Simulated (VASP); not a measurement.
Set up this calculation in VASP 6.6.1, as the native input.

```
Task                   : single point
Functional             : PBE
Potentials or basis    : VASP PAW PBE potentials, release 64 (Cd, Te)
Cutoff                 : 520 eV
k mesh                 : 9 × 9 × 6
Occupations            : fermi-dirac, width 0.05 eV
Spin                   : no spin polarisation
Dipole correction      : no
Further INCAR settings : ALGO = Normal; EDIFF = 1e-07; NBANDS = 26
```

The structure of CdTe lies in POSCAR:

```
CdTe
1.0
    3.1254100081     -3.1553030168      0.0000000000
    3.1254100081      3.1553030168      0.0000000000
    0.0000000000      0.0000000000      6.2101068761
Cd Te
2 2
Direct
    0.2770300000      0.7229700000      0.7500000000
    0.7229700000      0.2770300000      0.2500000000
    0.7661370000      0.2338630000      0.7500000000
    0.2338630000      0.7661370000      0.2500000000
```

These files were run (other wordings do the same):

INCAR

```
ALGO = Normal
EDIFF = 1E-7
ENCUT = 520
GGA = PE
ISIF = 2
ISMEAR = -1
LASPH = True
LCHARG = False
LREAL = False
LWAVE = False
NBANDS = 26
NELM = 100
PREC = Accurate
SIGMA = 0.05
```

KPOINTS

```
k-points
0
Gamma
  9 9 6
```

Potentials or basis: VASP PAW PBE potentials, release 64 (Cd, Te).

Run with:

```console
$ cat potpaw_PBE.64/Cd/POTCAR potpaw_PBE.64/Te/POTCAR > POTCAR
$ mpirun -np 1 vasp_std > vasp.out
```

It gave:

```
Pressure               : -2.4 GPa
Largest force          : 0.083 eV/Å
Band gap on the k mesh : zero (bands 18 and 19 overlap by 1.10 eV)
```

Caveat: spin-orbit coupling is left out, which moves the levels of the heavy elements.

Run time: 5.2 min on 1 thread of Intel Xeon 8259CL, on a shared host, peak memory 0.43 GiB.
